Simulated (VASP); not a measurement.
Set up this calculation in VASP 6.6.1, as the native input.

```
Task                   : relaxation of cell and atoms
Functional             : PBE
Potentials or basis    : VASP PAW PBE potentials, release 64 (Pb_d)
Cutoff                 : 600 eV
k mesh                 : 15 × 15 × 15
Occupations            : fermi-dirac, width 0.05 eV
Spin                   : no spin polarisation
Target pressure        : 64 GPa
Dipole correction      : no
Further INCAR settings : ALGO = Normal; EDIFF = 1e-06; IBRION = 2; EDIFFG = -0.005; NSW = 60; ISIF = 3
```

The structure of Pb lies in POSCAR:

```
Pb
1.0
    0.0000000000      2.1409179866      2.1409179866
    2.1409179866      0.0000000000      2.1409179866
    2.1409179866      2.1409179866      0.0000000000
Pb
1
Direct
    0.0000000000      0.0000000000      0.0000000000
```

One way to write it, as run:

INCAR

```
PREC     = Accurate       # precision mode
ENCUT    = 600            # plane-wave cutoff, eV
EDIFF    = 1E-6           # SCF threshold, eV
ISMEAR   = -1             # smearing method
SIGMA    = 0.05           # smearing width, eV
LREAL    = False          # projectors in reciprocal space
LASPH    = True           # aspherical terms in the spheres
NELM     = 100            # most SCF steps
ALGO     = Normal         # electronic algorithm
ISIF     = 3              # what is computed and relaxed
LWAVE    = False          # write WAVECAR
LCHARG   = False          # write CHGCAR
GGA      = PE             # functional
IBRION   = 2              # ionic algorithm
NSW      = 60             # ionic steps
EDIFFG   = -0.005         # ionic threshold
PSTRESS  = 640.0
```

KPOINTS

```
regular mesh
0
Gamma
  15 15 15
```

Potentials or basis: VASP PAW PBE potentials, release 64 (Pb_d).

Launch:

```sh
$ cat potpaw_PBE.64/Pb_d/POTCAR > POTCAR
$ mpirun -np 1 vasp_std > vasp.out
```

Results of the run:

```json
{"Pressure after relaxing": "64.0 GPa", "Band gap on the k mesh": "zero (bands 7 and 8 overlap by 11.99 eV)"}
```

Caveat: the relaxation stopped at its first step, so nothing moved; the cell is relaxed towards a set pressure, so the run minimises the enthalpy, not the energy; spin-orbit coupling is left out, which moves the levels of the heavy elements.

Wall time 7.9 s on 1 thread of Intel(R) Xeon(R) 6975P-C (Granite Rapids) (shared host), peak memory 0.15 GiB.
